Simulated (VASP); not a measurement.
# MoS2 (P-6m2) in VASP: a series of runs

The runs below take MoS2 through single point, with PBE+D3(BJ).

Everything below comes from runs of VASP 6.6.1. Logs are shortened: lines on timing, memory, paths and dates and some standing lists are left out, and cuts for length are marked.

## 1. The cell of the first run

The structure is hexagonal, space group P-6m2 (No. 187). Conventional cell: a = 3.122 Å, b = 3.122 Å, c = 6.762 Å, α = 90.00°, β = 90.00°, γ = 120.00°. Within 3.2 Å of Mo (site symmetry -6m2) lie 6 S at 2.41 Å and 6 Mo at 3.12 Å. Within 3.2 Å of S (site symmetry 3m) lie 3 Mo at 2.41 Å and 7 S at 3.12 to 3.19 Å.

## 2. Single point, PBE+D3(BJ)

Input file INCAR:

```
SYSTEM = MoS2
PREC = Accurate
ENCUT = 500
EDIFF = 1E-6
ISMEAR = 0
SIGMA = 0.05
LREAL = .False.
LASPH = .True.
NELM = 120
ALGO = Normal
ISIF = 2
LWAVE = .False.
LCHARG = .False.
GGA = PE
IVDW = 12
NBANDS = 20
GGA_COMPAT = .False.
```

Input file KPOINTS:

```
Automatic mesh
0
Gamma
  12 12 4
  0 0 0
```

Input file POSCAR:

```
MoS2
1.0
    3.1219335931      0.0000000000      0.0000000000
   -1.5609667966      2.7036738005      0.0000000000
    0.0000000000      0.0000000000      6.7624203560
Mo S
1 2
Direct
    0.0000000000      0.0000000000      0.0000000000
    0.3333333333      0.6666666667      0.2357940733
    0.3333333333      0.6666666667      0.7642059267
```

Potentials or basis: VASP PAW PBE potentials, release 64 (Mo_sv, S).

On the command line:

```
> cat potpaw_PBE.64/Mo_sv/POTCAR potpaw_PBE.64/S/POTCAR > POTCAR
> mpirun -np 1 vasp_std > vasp.out
```

OUTCAR:

```text
SYSTEM = MoS2
   PREC = Accurate
   ENCUT = 500
   EDIFF = 1E-6
   ISMEAR = 0
   LREAL = .False.
   LASPH = .True.
   NELM = 120
   ISIF = 2
   GGA = PE
   IVDW = 12
 IVDW          = 12

 ion  position               nearest neighbor table
   1  0.000  0.000  0.000-   2 2.41   3 2.41   2 2.41   3 2.41   2 2.41   3 2.41
   2  0.333  0.667  0.236-   1 2.41   1 2.41   1 2.41
   3  0.333  0.667  0.764-   1 2.41   1 2.41   1 2.41

  LATTYP: Found a hexagonal cell.
 ALAT       =     3.1219335931
 C/A-ratio  =     2.1661000000

  Lattice vectors:

 A1 = (   3.1219335931,   0.0000000000,   0.0000000000)
 A2 = (  -1.5609667966,   2.7036738005,   0.0000000000)
 A3 = (   0.0000000000,   0.0000000000,   6.7624203560)

Analysis of symmetry for initial positions (statically):
=====================================================================
 Subroutine PRICEL returns:
 Original cell was already a primitive cell.

 Routine SETGRP: Setting up the symmetry group for a
 hexagonal supercell.

 Subroutine GETGRP returns: Found 12 space group operations
 (whereof 12 operations were pure point group operations)
 out of a pool of 24 trial point group operations.

The static configuration has the point symmetry D_3h.

Analysis of symmetry for dynamics (positions and initial velocities):
=====================================================================
 Subroutine PRICEL returns:
 Original cell was already a primitive cell.

 Routine SETGRP: Setting up the symmetry group for a
 hexagonal supercell.

 Subroutine GETGRP returns: Found 12 space group operations
 (whereof 12 operations were pure point group operations)
 out of a pool of 24 trial point group operations.

The dynamic configuration has the point symmetry D_3h.

 Subroutine INISYM returns: Found 12 space group operations
 (whereof 12 operations are pure point group operations),
 and found     1 'primitive' translations

----------------------------------------------------------------------------------------

                                     Primitive cell

  volume of cell :      57.0795

  direct lattice vectors                    reciprocal lattice vectors
     3.121933593  0.000000000  0.000000000     0.320314308  0.184933552  0.000000000
    -1.560966797  2.703673800  0.000000000     0.000000000  0.369867104  0.000000000
     0.000000000  0.000000000  6.762420356     0.000000000  0.000000000  0.147876048

  length of vectors
     3.121933593  3.121933593  6.762420356     0.369867104  0.369867104  0.147876048

  position of ions in fractional coordinates (direct lattice)
     0.000000000  0.000000000  0.000000000
     0.333333333  0.666666667  0.235794073
     0.333333333  0.666666667  0.764205927

  ion indices of the primitive-cell ions
   primitive index   ion index
                 1           1
                 2           2
                 3           3

----------------------------------------------------------------------------------------

 KPOINTS: Automatic mesh

Automatic generation of k-mesh.
 Grid dimensions read from file:
 generate k-points for:   12   12    4

 Generating k-lattice:

  Cartesian coordinates                     Fractional coordinates (reciprocal lattice)
     0.026692859  0.015411129  0.000000000     0.083333333  0.000000000  0.000000000
     0.000000000  0.030822259  0.000000000     0.000000000  0.083333333  0.000000000
     0.000000000  0.000000000  0.036969012     0.000000000  0.000000000  0.250000000

  Length of vectors
     0.030822259  0.030822259  0.036969012

  Shift w.r.t. Gamma in fractional coordinates (k-lattice)
     0.000000000  0.000000000  0.000000000

 Subroutine IBZKPT returns following result:
 ===========================================

 Found     57 irreducible k-points:

 Following reciprocal coordinates:
            Coordinates               Weight
  0.000000  0.000000  0.000000      1.000000
  0.083333 -0.000000  0.000000      6.000000
  0.166667  0.000000  0.000000      6.000000
  0.250000 -0.000000  0.000000      6.000000
  0.333333 -0.000000  0.000000      6.000000
  0.416667  0.000000  0.000000      6.000000
[... 16 lines left out ...]
  0.250000 -0.000000  0.250000     12.000000
  0.333333 -0.000000  0.250000     12.000000
 [... further k-points ...]
   k-points           NKPTS =     57   k-points in BZ     NKDIM =     57   number of bands    NBANDS=     20
   number of dos      NEDOS =    301   number of ions     NIONS =      3
   total plane-waves  NPLWV =  28800
   dimension x,y,z NGX =    24 NGY =   24 NGZ =   50
   dimension x,y,z NGXF=    48 NGYF=   48 NGZF=  100
   ions per type =               1   2
   NGX,Y,Z   is equivalent  to a cutoff of  12.78, 12.78, 12.29 a.u.
   NGXF,Y,Z  is equivalent  to a cutoff of  25.56, 25.56, 24.58 a.u.
 SYSTEM =  MoS2
   PREC   = accura    normal or accurate (medium, high low for compatibility)
   ISTART =      0    job   : 0-new  1-cont  2-samecut
   ICHARG =      2    charge: 1-file 2-atom 10-const
   ISPIN  =      1    spin polarized calculation?
   LNONCOLLINEAR =      F non collinear calculations
   LSORBIT =      F    spin-orbit coupling
   LASPH  =      T    aspherical Exc in radial PAW
   ENCUT  =  500.0 eV  36.75 Ry    6.06 a.u.   5.69  5.69 12.33*2*pi/ulx,y,z
   NELM   =    120;   NELMIN=  2; NELMDL= -5     # of ELM steps
   EDIFF  = 0.1E-05   stopping-criterion for ELM
   LREAL  =      F    real-space projection
   EDIFFG = 0.1E-04   stopping-criterion for IOM
   NSW    =      0    number of steps for IOM
   IBRION =     -1    ionic relax: 0-MD 1-quasi-New 2-CG
   NFREE  =      0    steps in history (QN), initial steepest desc. (CG)
   ISIF   =      2    stress and relaxation
   ISYM   =      2    0-nonsym 1-usesym 2-fastsym
   POTIM  = 0.5000    time-step for ionic-motion
   TEBEG  =    0.0;   TEEND  =   0.0 temperature during run
   PSTRESS=    0.0 pullay stress
   NELECT =      26.0000    total number of electrons
   NUPDOWN=      -1.0000    fix difference up-down
   EMIN   =  10.00;   EMAX   =-10.00  energy-range for DOS
   EFERMI =   0.00;   METHOD = LEGACY
   ISMEAR =     0;   SIGMA  =   0.05  broadening in eV -4-tet -1-fermi 0-gaus
   EFERMI_NEDOS =   21; number of points for ismear=-14 and -15
   IALGO  =     38    algorithm
   IMIX   =      4    mixing-type and parameters
     AMIX     =   0.40;   BMIX     =  1.00
     AMIX_MAG =   1.60;   BMIX_MAG =  1.00
  volume/ion in A,a.u.               =      19.03       128.40
  Fermi-wavevector in a.u.,A,eV,Ry     =   1.259619  2.380335 21.587552  1.586640
  Thomas-Fermi vector in A             =   2.393170
   LORBIT       =      0    0 simple, 1 ext, 2 COOP (PROOUT), +10 PAW based schemes
   GGA     = PE    functional components
   LHFCALC =     F    Hartree Fock is set to
   AEXX    =    0.0000 exact exchange contribution
   IVDW    =    12    specifies the selected vdW correction
   LEPSILON=     F    determine dielectric tensor
   LRPA    =     F    only Hartree local field effects (RPA)
 non-spin polarized calculation
 Gauss-broadening in eV      SIGMA  =   0.05
  energy-cutoff  :      500.00
  volume of cell :       57.08
 maximum number of plane-waves:      1473
 NGX is ok and might be reduce to    24

 number of electron      26.0000003 magnetization

 Free energy of the ion-electron system (eV)
  ---------------------------------------------------
  ext. energy  EPLUGINS =         0.00000000
  ---------------------------------------------------
  free energy    TOTEN  =       -21.78037639 eV

  energy without entropy =      -21.78037639  energy(sigma->0) =      -21.78037639

 E-fermi :   6.4995     XC(G=0): -10.2983

 val. band max:        6.2768311632   @ k =   0.0000   0.0000   0.5000
 cond. band min:       7.6103116780   @ k =   0.1667   0.1667   0.0000
 fundamental gap:      1.3334805148
 Fermi energy:         6.4994615583

 k-point     1 :       0.0000    0.0000    0.0000
  band No.  band energies     occupation
      1     -54.7522      2.00000
      2     -28.9302      2.00000
      3     -28.6454      2.00000
      4     -28.6454      2.00000
      5      -8.2041      2.00000
      6      -6.8358      2.00000
[... 12 lines left out ...]
     19      14.0604      0.00000
     20      15.5371      0.00000

 k-point     2 :       0.0833   -0.0000    0.0000
  band No.  band energies     occupation
      1     -54.7490      2.00000
      2     -28.9242      2.00000
      3     -28.6760      2.00000
      4     -28.6523      2.00000
      5      -8.0940      2.00000
      6      -6.7881      2.00000
[... 12 lines left out ...]
     19      14.2253      0.00000
     20      16.0225      0.00000

 k-point     3 :       0.1667    0.0000    0.0000
  band No.  band energies     occupation
      1     -54.7403      2.00000
      2     -28.9078      2.00000
      3     -28.7589      2.00000
      4     -28.6712      2.00000
      5      -7.7795      2.00000
      6      -6.6519      2.00000
[... 12 lines left out ...]
     19      14.8929      0.00000
     20      16.0296      0.00000

 k-point     4 :       0.2500   -0.0000    0.0000
  band No.  band energies     occupation
      1     -54.7284      2.00000
      2     -28.8853      2.00000
      3     -28.8706      2.00000
      4     -28.6970      2.00000
      5      -7.3097      2.00000
      6      -6.4506      2.00000
[... 12 lines left out ...]
     19      15.0135      0.00000
     20      15.5071      0.00000

 k-point     5 :       0.3333   -0.0000    0.0000
  band No.  band energies     occupation
      1     -54.7164      2.00000
      2     -28.9804      2.00000
      3     -28.8627      2.00000
      4     -28.7226      2.00000
      5      -6.7739      2.00000
      6      -6.2270      2.00000
[... 12 lines left out ...]
     19      13.8621      0.00000
     20      14.6982      0.00000

 k-point     6 :       0.4167    0.0000    0.0000
  band No.  band energies     occupation
      1     -54.7076      2.00000
      2     -29.0597      2.00000
      3     -28.8461      2.00000
      4     -28.7412      2.00000
      5      -6.3178      2.00000
      6      -6.0452      2.00000
[... 12 lines left out ...]
     19      13.7878      0.00000
     20      14.3163      0.00000

 k-point     7 :       0.5000   -0.0000    0.0000
  band No.  band energies     occupation
      1     -54.7044      2.00000
      2     -29.0885      2.00000
      3     -28.8401      2.00000
      4     -28.7480      2.00000
      5      -6.1314      2.00000
      6      -5.9740      2.00000
[... 12 lines left out ...]
     19      13.8989      0.00000
     20      14.2356      0.00000
[... 277 lines left out ...]
 k-point    20 :       0.0000    0.0000    0.2500
  band No.  band energies     occupation
      1     -54.7522      2.00000
      2     -28.9302      2.00000
      3     -28.6454      2.00000
      4     -28.6454      2.00000
      5      -8.1559      2.00000
      6      -6.9189      2.00000
[... 12 lines left out ...]
     19      14.3043      0.00000
     20      15.3768      0.00000

 k-point    21 :       0.0833   -0.0000    0.2500
  band No.  band energies     occupation
      1     -54.7490      2.00000
      2     -28.9242      2.00000
      3     -28.6760      2.00000
      4     -28.6523      2.00000
      5      -8.0458      2.00000
      6      -6.8690      2.00000
[... 12 lines left out ...]
     19      14.4257      0.00000
     20      15.8542      0.00000

 k-point    22 :       0.1667    0.0000    0.2500
  band No.  band energies     occupation
      1     -54.7403      2.00000
      2     -28.9078      2.00000
      3     -28.7589      2.00000
      4     -28.6712      2.00000
      5      -7.7317      2.00000
      6      -6.7267      2.00000
[... 12 lines left out ...]
     19      14.8778      0.00000
     20      16.0689      0.00000

 k-point    23 :       0.2500   -0.0000    0.2500
  band No.  band energies     occupation
      1     -54.7284      2.00000
      2     -28.8853      2.00000
      3     -28.8706      2.00000
      4     -28.6970      2.00000
      5      -7.2632      2.00000
      6      -6.5160      2.00000
[... 12 lines left out ...]
     19      14.8132      0.00000
     20      15.6235      0.00000

 k-point    24 :       0.3333   -0.0000    0.2500
  band No.  band energies     occupation
      1     -54.7164      2.00000
      2     -28.9804      2.00000
      3     -28.8627      2.00000
      4     -28.7225      2.00000
      5      -6.7311      2.00000
      6      -6.2807      2.00000
[... 12 lines left out ...]
     19      14.0317      0.00000
     20      14.8232      0.00000

 [... further k-points ...]

------------------------ aborting loop because EDIFF is reached ----------------------------------------

 Edisp (eV)   -1.19516

 E8    (eV) :    -0.4831

  FORCE on cell =-STRESS in cart. coord.  units (eV):
  Direction    XX          YY          ZZ          XY          YZ          ZX
  --------------------------------------------------------------------------------------
  -------------------------------------------------------------------------------------
  Total       0.41005     0.41005    -1.24081    -0.00000    -0.00000     0.00000
  in kB      11.50967    11.50967   -34.82864    -0.00000    -0.00000     0.00000
  external pressure =       -3.94 kB  Pullay stress =        0.00 kB

 VOLUME and BASIS-vectors are now :
 -----------------------------------------------------------------------------
  energy-cutoff  :      500.00
  volume of cell :       57.08
      direct lattice vectors                 reciprocal lattice vectors
     3.121933593  0.000000000  0.000000000     0.320314308  0.184933552  0.000000000
    -1.560966797  2.703673800  0.000000000     0.000000000  0.369867104  0.000000000
     0.000000000  0.000000000  6.762420356     0.000000000  0.000000000  0.147876048

 POSITION                                       TOTAL-FORCE (eV/Angst)
 -----------------------------------------------------------------------------------
      0.00000      0.00000      0.00000         0.000000      0.000000      0.000000
     -0.00000      1.80245      1.59454        -0.000000     -0.000000     -0.331017
     -0.00000      1.80245      5.16788        -0.000000      0.000000      0.331017
 -----------------------------------------------------------------------------------
    total drift:                                0.000000     -0.000000     -0.000000

  FREE ENERGIE OF THE ION-ELECTRON SYSTEM (eV)
  ---------------------------------------------------
  free  energy   TOTEN  =       -22.9755398170 eV

  energy  without entropy=      -22.9755398170  energy(sigma->0) =      -22.97553982
```

Run time: 64 s. Hardware: 1 thread of Intel Xeon 8259CL, shared host; peak memory 0.22 GiB.

What came out:

| Property | Result |
| --- | --- |
| Free energy | -22.9755 eV |
| Pressure | -0.4 GPa |
| Largest force | 0.331 eV/Å |
| Band gap on the k mesh | 1.33 eV (least direct gap 1.90 eV) |
| Dispersion energy per atom | -0.398 eV |

Forces on the atoms (eV/Å):
```
Mo   0.000  0.000  0.000
S    0.000  0.000 -0.331
S    0.000  0.000  0.331
```

## 3. Single point, PBE+D3(BJ)

This run uses another cell than the first one, of the same volume but with other edges.

Input file INCAR:

```
SYSTEM = MoS2
PREC = Accurate ; ENCUT = 500
EDIFF = 1E-6 ; ISMEAR = 0
SIGMA = 0.05 ; LREAL = .FALSE.
LASPH = .TRUE. ; NELM = 120
ALGO = Normal ; ISIF = 2
LWAVE = .FALSE. ; LCHARG = .FALSE.
GGA = PE ; IVDW = 12
NBANDS = 20 ; GGA_COMPAT = .FALSE.
```

Input file KPOINTS:

```
Automatic mesh
0
G
  12 12 4
  0 0 0
```

Input file POSCAR:

```
MoS2
1.0
    3.2381765630      0.0000000000      0.0000000000
   -1.6190882815      2.8043431655      0.0000000000
    0.0000000000      0.0000000000      6.2856245265
Mo S
1 2
Direct
    0.0000000000      0.0000000000      0.0000000000
    0.3333333333      0.6666666667      0.2608812309
    0.3333333333      0.6666666667      0.7391187691
```

Potentials or basis: VASP PAW PBE potentials, release 64 (Mo_sv, S).

On the command line:

```
> cat potpaw_PBE.64/Mo_sv/POTCAR potpaw_PBE.64/S/POTCAR > POTCAR
> mpirun -np 1 vasp_std > vasp.out
```

Run time: 70 s. Hardware: 1 thread of Intel Xeon 8259CL, shared host; peak memory 0.21 GiB.

Results (log left out):

| Property | Result |
| --- | --- |
| Free energy | -22.6536 eV |
| Pressure | -11.0 GPa |
| Largest force | 2.069 eV/Å |
| Band gap on the k mesh | 0.63 eV (least direct gap 1.57 eV) |
| Dispersion energy per atom | -0.396 eV |

Forces on the atoms (eV/Å):
```
Mo   0.000  0.000  0.000
S    0.000  0.000 -2.069
S    0.000  0.000  2.069
```

Stress tensor (GPa, compression positive):
```
-11.21   0.00   0.00
  0.00 -11.21   0.00
  0.00   0.00 -10.65
```

Levels at points of the mesh, in eV from the valence-band top:
| k point | band 10 | band 11 | band 12 | band 13 | band 14 | band 15 | band 16 | band 17 |
| --- | --- | --- | --- | --- | --- | --- | --- | --- |
| (0.00, 0.00, 0.00) | -1.88 | -1.88 | -1.34 | -1.00 | 1.79 | 1.79 | 1.99 | 1.99 |
| (0.50, 0.00, 0.00) | -3.42 | -1.74 | -1.67 | -1.65 | 1.43 | 1.69 | 3.34 | 3.46 |
| (0.00, 0.00, 0.50) | -2.85 | -1.96 | -1.96 | 0.00 | 1.76 | 1.76 | 2.10 | 2.10 |
| (0.50, 0.00, 0.50) | -3.55 | -3.52 | -1.42 | -0.82 | 1.48 | 2.00 | 2.40 | 2.88 |

Caveat: the cell stands under tension; forces of over 1 eV/Å act on the atoms, so gaps and moduli don't describe the material at rest.

(Continued in part 2 of 2.)
